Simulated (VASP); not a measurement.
# NiO (Fm-3m) in VASP: further runs

NiO is run at these levels: revPBE+D4, LDA; tasks: single point.

Program: VASP 6.6.1. These are calculated values, not measurements. Logs are shortened: lines on timing, memory, paths and dates and some standing lists are left out, and cuts for length are marked.

## Step 1: The cell of the first run

It takes space group Fm-3m (No. 225, cubic). The conventional cell has a = 4.254 Å, b = 4.254 Å, c = 4.254 Å, α = 90.00°, β = 90.00°, γ = 90.00°. Ni (site symmetry m-3m) has 6 O at 2.13 Å within 2.8 Å. Within 2.8 Å of O (site symmetry m-3m) lie 6 Ni at 2.13 Å.

## Step 2: Single point, revPBE+D4, collinear spin, ferromagnetic start

The input, INCAR:

```
  PREC = Accurate
  ENCUT = 520
  EDIFF = 1E-6
  ISMEAR = -1
  SIGMA = 0.05
  LREAL = F
  LASPH = T
  NELM = 150
  ALGO = Normal
  ISIF = 2
  LWAVE = F
  LCHARG = F
  ISPIN = 2
  MAGMOM = 1 0
  LORBIT = 11
  LMAXMIX = 4
  GGA = RE
  IVDW = 13
  NBANDS = 19
```

The input, KPOINTS:

```
regular mesh
0
Gamma
  11 11 11
```

The input, POSCAR:

```
NiO
1.0
    0.0000000000      2.1268120599      2.1268120599
    2.1268120599      0.0000000000      2.1268120599
    2.1268120599      2.1268120599      0.0000000000
Ni O
1 1
Direct
    0.0000000000      0.0000000000      0.0000000000
    0.5000000000      0.5000000000      0.5000000000
```

Potentials or basis: VASP PAW PBE potentials, release 64 (Ni, O).

Command:

```console
cat potpaw_PBE.64/Ni/POTCAR potpaw_PBE.64/O/POTCAR > POTCAR
mpirun -np 1 vasp_std > vasp.out
```

OUTCAR:

```text
PREC = Accurate
   ENCUT = 520
   EDIFF = 1E-6
   ISMEAR = -1
   LREAL = F
   LASPH = T
   NELM = 150
   ISIF = 2
   ISPIN = 2
   LORBIT = 11
   GGA = RE
   IVDW = 13

 ion  position               nearest neighbor table
   1  0.000  0.000  0.000-   2 2.13   2 2.13   2 2.13   2 2.13   2 2.13   2 2.13
   2  0.500  0.500  0.500-   1 2.13   1 2.13   1 2.13   1 2.13   1 2.13   1 2.13

  LATTYP: Found a face centered cubic cell.
 ALAT       =     4.2536241198

  Lattice vectors:

 A1 = (   0.0000000000,   2.1268120599,   2.1268120599)
 A2 = (   2.1268120599,   0.0000000000,   2.1268120599)
 A3 = (   2.1268120599,   2.1268120599,   0.0000000000)

Analysis of symmetry for initial positions (statically):
=====================================================================
 Subroutine PRICEL returns:
 Original cell was already a primitive cell.

 Routine SETGRP: Setting up the symmetry group for a
 face centered cubic supercell.

 Subroutine GETGRP returns: Found 48 space group operations
 (whereof 48 operations were pure point group operations)
 out of a pool of 48 trial point group operations.

The static configuration has the point symmetry O_h .

Analysis of symmetry for dynamics (positions and initial velocities):
=====================================================================
 Subroutine PRICEL returns:
 Original cell was already a primitive cell.

 Routine SETGRP: Setting up the symmetry group for a
 face centered cubic supercell.

 Subroutine GETGRP returns: Found 48 space group operations
 (whereof 48 operations were pure point group operations)
 out of a pool of 48 trial point group operations.

The dynamic configuration has the point symmetry O_h .

Analysis of structural, dynamic, and magnetic symmetry:
=====================================================================
 Subroutine PRICEL returns:
 Original cell was already a primitive cell.

 Routine SETGRP: Setting up the symmetry group for a
 face centered cubic supercell.

 Subroutine GETGRP returns: Found 48 space group operations
 (whereof 48 operations were pure point group operations)
 out of a pool of 48 trial point group operations.

The overall configuration has the point symmetry O_h .

 Subroutine INISYM returns: Found 48 space group operations
 (whereof 48 operations are pure point group operations),
 and found     1 'primitive' translations

----------------------------------------------------------------------------------------

                                     Primitive cell

  volume of cell :      19.2405

  direct lattice vectors                    reciprocal lattice vectors
     0.000000000  2.126812060  2.126812060    -0.235093645  0.235093645  0.235093645
     2.126812060  0.000000000  2.126812060     0.235093645 -0.235093645  0.235093645
     2.126812060  2.126812060  0.000000000     0.235093645  0.235093645 -0.235093645

  length of vectors
     3.007766460  3.007766460  3.007766460     0.407194138  0.407194138  0.407194138

  position of ions in fractional coordinates (direct lattice)
     0.000000000  0.000000000  0.000000000
     0.500000000  0.500000000  0.500000000

  ion indices of the primitive-cell ions
   primitive index   ion index
                 1           1
                 2           2

----------------------------------------------------------------------------------------

 KPOINTS: regular mesh

Automatic generation of k-mesh.
 Grid dimensions read from file:
 generate k-points for:   11   11   11

 Generating k-lattice:

  Cartesian coordinates                     Fractional coordinates (reciprocal lattice)
    -0.021372150  0.021372150  0.021372150     0.090909091  0.000000000  0.000000000
     0.021372150 -0.021372150  0.021372150     0.000000000  0.090909091  0.000000000
     0.021372150  0.021372150 -0.021372150     0.000000000  0.000000000  0.090909091

  Length of vectors
     0.037017649  0.037017649  0.037017649

  Shift w.r.t. Gamma in fractional coordinates (k-lattice)
     0.000000000  0.000000000  0.000000000

 Subroutine IBZKPT returns following result:
 ===========================================

 Found     56 irreducible k-points:

 Following reciprocal coordinates:
            Coordinates               Weight
  0.000000  0.000000  0.000000      1.000000
  0.090909  0.000000  0.000000      8.000000
  0.181818  0.000000  0.000000      8.000000
  0.272727  0.000000  0.000000      8.000000
  0.363636  0.000000  0.000000      8.000000
  0.454545  0.000000  0.000000      8.000000
[... 16 lines left out ...]
 -0.272727  0.181818  0.000000     24.000000
 -0.181818  0.181818  0.000000     12.000000
 [... further k-points ...]
   k-points           NKPTS =     56   k-points in BZ     NKDIM =     56   number of bands    NBANDS=     19
   number of dos      NEDOS =    301   number of ions     NIONS =      2
   total plane-waves  NPLWV =  13824
   dimension x,y,z NGX =    24 NGY =   24 NGZ =   24
   dimension x,y,z NGXF=    48 NGYF=   48 NGZF=   48
   ions per type =               1   1
   NGX,Y,Z   is equivalent  to a cutoff of  13.27, 13.27, 13.27 a.u.
   NGXF,Y,Z  is equivalent  to a cutoff of  26.53, 26.53, 26.53 a.u.
 SYSTEM =  unknown system
   PREC   = accura    normal or accurate (medium, high low for compatibility)
   ISTART =      0    job   : 0-new  1-cont  2-samecut
   ICHARG =      2    charge: 1-file 2-atom 10-const
   ISPIN  =      2    spin polarized calculation?
   LNONCOLLINEAR =      F non collinear calculations
   LSORBIT =      F    spin-orbit coupling
   LASPH  =      T    aspherical Exc in radial PAW
   ENCUT  =  520.0 eV  38.22 Ry    6.18 a.u.   5.59  5.59  5.59*2*pi/ulx,y,z
   NELM   =    150;   NELMIN=  2; NELMDL= -5     # of ELM steps
   EDIFF  = 0.1E-05   stopping-criterion for ELM
   LREAL  =      F    real-space projection
   EDIFFG = 0.1E-04   stopping-criterion for IOM
   NSW    =      0    number of steps for IOM
   IBRION =     -1    ionic relax: 0-MD 1-quasi-New 2-CG
   NFREE  =      0    steps in history (QN), initial steepest desc. (CG)
   ISIF   =      2    stress and relaxation
   ISYM   =      2    0-nonsym 1-usesym 2-fastsym
   POTIM  = 0.5000    time-step for ionic-motion
   TEBEG  =    0.0;   TEEND  =   0.0 temperature during run
   PSTRESS=    0.0 pullay stress
   NELECT =      16.0000    total number of electrons
   NUPDOWN=      -1.0000    fix difference up-down
   EMIN   =  10.00;   EMAX   =-10.00  energy-range for DOS
   EFERMI =   0.00;   METHOD = LEGACY
   ISMEAR =    -1;   SIGMA  =   0.05  broadening in eV -4-tet -1-fermi 0-gaus
   EFERMI_NEDOS =   21; number of points for ismear=-14 and -15
   IALGO  =     38    algorithm
   IMIX   =      4    mixing-type and parameters
     AMIX     =   0.40;   BMIX     =  1.00
     AMIX_MAG =   1.60;   BMIX_MAG =  1.00
  volume/ion in A,a.u.               =       9.62        64.92
  Fermi-wavevector in a.u.,A,eV,Ry     =   1.539486  2.909206 32.246036  2.370017
  Thomas-Fermi vector in A             =   2.645707
   LORBIT       =     11    0 simple, 1 ext, 2 COOP (PROOUT), +10 PAW based schemes
   GGA     = RE    functional components
   LHFCALC =     F    Hartree Fock is set to
   AEXX    =    0.0000 exact exchange contribution
   IVDW    =    13    specifies the selected vdW correction
   LEPSILON=     F    determine dielectric tensor
   LRPA    =     F    only Hartree local field effects (RPA)
 spin polarized calculation
  energy-cutoff  :      520.00
  volume of cell :       19.24
 maximum number of plane-waves:       532
   NGX = 11   NGY = 11   NGZ = 11

 number of electron      16.0000014 magnetization       1.8811569

 Free energy of the ion-electron system (eV)
  ---------------------------------------------------
  ext. energy  EPLUGINS =         0.00000000
  ---------------------------------------------------
  free energy    TOTEN  =       -10.75806708 eV

  energy without entropy =      -10.75119471  energy(sigma->0) =      -10.75463090

 E-fermi :   7.2058     XC(G=0): -12.2224

 val. band max:        7.1734549649   @ k =   0.0909   0.0000   0.0000
 cond. band min:       7.2067763834   @ k =   0.4545   0.4545   0.0000
 fundamental gap:      0.0333214185
 Fermi energy:         7.2057974322

 spin component 1

 k-point     1 :       0.0000    0.0000    0.0000
  band No.  band energies     occupation
      1     -12.6591      1.00000
      2       4.0229      1.00000
      3       4.0230      1.00000
      4       4.4955      1.00000
      5       4.4955      1.00000
      6       4.4955      1.00000
[... 11 lines left out ...]
     18      32.4932      0.00000
     19      32.4932      0.00000

 k-point     2 :       0.0909    0.0000    0.0000
  band No.  band energies     occupation
      1     -12.5753      1.00000
      2       3.4722      1.00000
      3       3.4722      1.00000
      4       3.6581      1.00000
      5       4.5848      1.00000
      6       4.5849      1.00000
[... 11 lines left out ...]
     18      33.7315      0.00000
     19      33.7315      0.00000

 k-point     3 :       0.1818    0.0000    0.0000
  band No.  band energies     occupation
      1     -12.3415      1.00000
      2       2.3987      1.00000
      3       2.8012      1.00000
      4       2.8012      1.00000
      5       4.7225      1.00000
      6       4.7226      1.00000
[... 11 lines left out ...]
     18      35.9349      0.00000
     19      35.9349      0.00000

 k-point     4 :       0.2727    0.0000    0.0000
  band No.  band energies     occupation
      1     -12.0125      1.00000
      2       1.1560      1.00000
      3       2.2467      1.00000
      4       2.2467      1.00000
      5       4.9063      1.00000
      6       4.9063      1.00000
[... 407 lines left out ...]
     18      37.0315      0.00000
     19      37.7388      0.00000

 k-point    23 :      -0.2727    0.1818    0.0000
  band No.  band energies     occupation
      1     -11.6501      1.00000
      2       0.4685      1.00000
      3       1.7741      1.00000
      4       2.2022      1.00000
      5       4.7650      1.00000
      6       5.0380      1.00000
[... 11 lines left out ...]
     18      37.2334      0.00000
     19      38.4117      0.00000

 k-point    24 :      -0.1818    0.1818    0.0000
  band No.  band energies     occupation
      1     -11.9264      1.00000
      2       1.0200      1.00000
      3       2.0032      1.00000
      4       2.7432      1.00000
      5       4.5834      1.00000
      6       4.8990      1.00000
[... 11 lines left out ...]
     18      37.3025      0.00000
     19      38.3987      0.00000

 [... further k-points ...]

 spin component 2

 k-point     1 :       0.0000    0.0000    0.0000
  band No.  band energies     occupation
      1     -12.1735      1.00000
      2       5.0576      1.00000
      3       5.0576      1.00000
      4       5.0576      1.00000
      5       5.4735      1.00000
      6       5.4736      1.00000
[... 11 lines left out ...]
     18      33.1012      0.00000
     19      33.1014      0.00000

 k-point     2 :       0.0909    0.0000    0.0000
  band No.  band energies     occupation
      1     -12.0866      1.00000
      2       4.2324      1.00000
      3       4.6726      1.00000
      4       4.6727      1.00000
      5       5.6013      1.00000
      6       5.6015      1.00000
[... 11 lines left out ...]
     18      34.3331      0.00000
     19      34.3333      0.00000

 k-point     3 :       0.1818    0.0000    0.0000
  band No.  band energies     occupation
      1     -11.8438      1.00000
      2       2.9071      1.00000
      3       4.0588      1.00000
      4       4.0590      1.00000
      5       5.7772      1.00000
      6       5.7774      1.00000
[... 11 lines left out ...]
     18      36.5469      0.00000
     19      36.5471      0.00000

 k-point     4 :       0.2727    0.0000    0.0000
  band No.  band energies     occupation
      1     -11.5013      1.00000
      2       1.6144      1.00000
      3       3.5105      1.00000
      4       3.5108      1.00000
      5       5.9766      1.00000
      6       5.9767      1.00000
[... 407 lines left out ...]
     18      37.3921      0.00000
     19      38.2403      0.00000

 k-point    23 :      -0.2727    0.1818    0.0000
  band No.  band energies     occupation
      1     -11.1175      1.00000
      2       1.0123      1.00000
      3       2.8443      1.00000
      4       3.1026      1.00000
      5       5.9590      1.00000
      6       6.3844      1.00000
[... 11 lines left out ...]
     18      37.6645      0.00000
     19      38.9877      0.00000

 k-point    24 :      -0.1818    0.1818    0.0000
  band No.  band energies     occupation
      1     -11.4092      1.00000
      2       1.6370      1.00000
      3       3.2998      1.00000
      4       3.3701      1.00000
      5       5.7928      1.00000
      6       6.3059      1.00000
[... 11 lines left out ...]
     18      37.7267      0.00000
     19      38.6026      0.00000

 [... further k-points ...]

------------------------ aborting loop because EDIFF is reached ----------------------------------------

  DFT-D4 for vdW energy calculation

  Edisp (eV):   -1.27829

  FORCE on cell =-STRESS in cart. coord.  units (eV):
  Direction    XX          YY          ZZ          XY          YZ          ZX
  --------------------------------------------------------------------------------------
  -------------------------------------------------------------------------------------
  Total      -1.04419    -1.04419    -1.04419    -0.00000     0.00000     0.00000
  in kB     -86.95100   -86.95100   -86.95100    -0.00000     0.00000     0.00000
  external pressure =      -86.95 kB  Pullay stress =        0.00 kB

 VOLUME and BASIS-vectors are now :
 -----------------------------------------------------------------------------
  energy-cutoff  :      520.00
  volume of cell :       19.24
      direct lattice vectors                 reciprocal lattice vectors
     0.000000000  2.126812060  2.126812060    -0.235093645  0.235093645  0.235093645
     2.126812060  0.000000000  2.126812060     0.235093645 -0.235093645  0.235093645
     2.126812060  2.126812060  0.000000000     0.235093645  0.235093645 -0.235093645

 POSITION                                       TOTAL-FORCE (eV/Angst)
 -----------------------------------------------------------------------------------
      0.00000      0.00000      0.00000         0.000000      0.000000      0.000000
      2.12681      2.12681      2.12681        -0.000000     -0.000000     -0.000000
 -----------------------------------------------------------------------------------
    total drift:                                0.000000     -0.000000     -0.000000

  FREE ENERGIE OF THE ION-ELECTRON SYSTEM (eV)
  ---------------------------------------------------
  free  energy   TOTEN  =       -12.0363528638 eV

  energy  without entropy=      -12.0294804954  energy(sigma->0) =      -12.03291668

 total charge

# of ion       s       p       d       tot
------------------------------------------
    1        0.314   0.364   8.193   8.871
    2        1.559   3.411   0.000   4.970
--------------------------------------------------
tot          1.873   3.774   8.193  13.841

 magnetization (x)

# of ion       s       p       d       tot
------------------------------------------
    1        0.010   0.013   1.516   1.539
    2        0.027   0.269   0.000   0.295
--------------------------------------------------
tot          0.037   0.282   1.516   1.835
```

Wall time 19 s (1 thread of Intel Xeon 6975P-C (Granite Rapids), shared host); peak memory 0.16 GiB.

What came out:

* Free energy: -12.0364 eV
* Pressure: -8.7 GPa
* Net moment: 1.88 μB per cell
* Site moments: Ni +1.54; O +0.29 μB
* Valence electrons inside the program's atomic spheres: Ni 8.87; O 4.97
* Dispersion energy per atom: -0.639 eV

Levels at points of the mesh, in eV from the Fermi level:
Spin up:
| k point | band 5 | band 6 | band 7 | band 8 | band 9 | band 10 | band 11 | band 12 | band 13 | band 14 |
| --- | --- | --- | --- | --- | --- | --- | --- | --- | --- | --- |
| (0.00, 0.00, 0.00) | -2.71 | -2.71 | -2.60 | -2.60 | -2.60 | 1.31 | 17.76 | 18.57 | 18.57 | 18.57 |
Spin down:
| k point | band 5 | band 6 | band 7 | band 8 | band 9 | band 10 |
| --- | --- | --- | --- | --- | --- | --- |
| (0.00, 0.00, 0.00) | -1.73 | -1.73 | -1.73 | -0.38 | -0.38 | 1.68 |

Caveat: the PAW data sets were made with another functional, which shifts forces and pressure a little; a cell with one magnetic atom can't hold antiferromagnetic order, which such compounds often take; semilocal functionals often make such compounds metallic where correlation or magnetic order opens a gap, which also shifts bond lengths; pairwise dispersion overbinds metals, which lowers pressure and volume. With open d or f shells a metallic result of revPBE can be an artefact of self-interaction; +U or a hybrid may open a gap.

(Continued in part 2 of 2.)
